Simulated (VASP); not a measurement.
Here is a VASP 6.6.1 calculation.

Contents of INCAR:

```
PREC = Accurate
ENCUT = 600
EDIFF = 1E-7
ISMEAR = 0
SIGMA = 0.1
LREAL = False
LASPH = True
NELM = 80
ALGO = Normal
ISIF = 3
LWAVE = False
LCHARG = False
GGA = PE
IBRION = 2
NSW = 100
EDIFFG = -0.01
```

File KPOINTS:

```
Automatic mesh
0
Gamma
  24 24 12
```

File POSCAR:

```
BeSi
1.0
    2.4713413504      0.0000000000      0.0000000000
   -1.2356706752      2.1402443908      0.0000000000
    0.0000000000      0.0000000000      4.8967494371
Be Si
1 1
Direct
    0.0000000000      0.0000000000      0.0000000000
    0.0000000000      0.0000000000      0.5000000000
```

Potentials or basis: VASP PAW PBE potentials, release 64 (Be, Si).

Launch:

```bash
$ cat potpaw_PBE.64/Be/POTCAR potpaw_PBE.64/Si/POTCAR > POTCAR
$ mpirun -np 1 vasp_std > vasp.out
```

Estimate the relaxed cell.

a = 2.496 Å, b = 2.496 Å, c = 4.833 Å, α = 90.00°, β = 90.00°, γ = 120.00°.

Estimate the relaxed volume.

13.04 Å³/atom.

Estimate the space group after relaxing (to 0.1 Å).

P6/mmm (No. 191).

Estimate the band gap on the k mesh.

zero (bands 3 and 4 overlap by 3.72 eV).

Final structure:
```cif
data_structure
_symmetry_space_group_name_H-M 'P 1'
_symmetry_Int_Tables_number 1
_cell_length_a 2.4961
_cell_length_b 2.4961
_cell_length_c 4.8329
_cell_angle_alpha 90.000
_cell_angle_beta 90.000
_cell_angle_gamma 120.000
_cell_volume 26.08
loop_
_atom_site_label
_atom_site_type_symbol
_atom_site_fract_x
_atom_site_fract_y
_atom_site_fract_z
_atom_site_occupancy
Be1 Be 0.00000 0.00000 0.00000 1
Si1 Si 0.00000 0.00000 0.50000 1
```

Caveat: the cell differs from its parent crystal (atoms taken out).
